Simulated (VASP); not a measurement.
Here is a VASP 6.6.1 calculation.

Contents of INCAR:

```
PREC = Accurate
ENCUT = 520
EDIFF = 1E-8
ISMEAR = -1
SIGMA = 0.03
LREAL = F
LASPH = T
NELM = 60
ALGO = Normal
ISIF = 2
LWAVE = F
LCHARG = F
LEFG = T
NBANDS = 12
```

Contents of KPOINTS:

```
Automatic mesh
0
Gamma
  12 12 7
```

POSCAR

```
Sb
1.0
    3.3913120892      0.0000000000      0.0000000000
   -1.6956560446      2.9369624214      0.0000000000
    0.0000000000      0.0000000000      5.3652990420
Sb
2
Direct
    0.3333333333      0.6666666667      0.2500000000
    0.6666666667      0.3333333333      0.7500000000
```

Potentials or basis: VASP PAW LDA potentials, release 64 (Sb).

Launch:

```bash
$ cat potpaw_LDA.64/Sb/POTCAR > POTCAR
$ mpirun -np 1 vasp_std > vasp.out
```

(1) Predict the pressure.

(2) Estimate the band gap on the k mesh.

## Answers

(1) -2.5 GPa.

(2) zero (band 5 reaches 12.36 eV, above the bottom of band 6 at 5.67 eV).

Caveat: without QUAD_EFG the Cq values of the log hold for a quadrupole moment of 1 mb, not for the nuclei; spin-orbit coupling is left out, which moves the levels of the heavy elements.
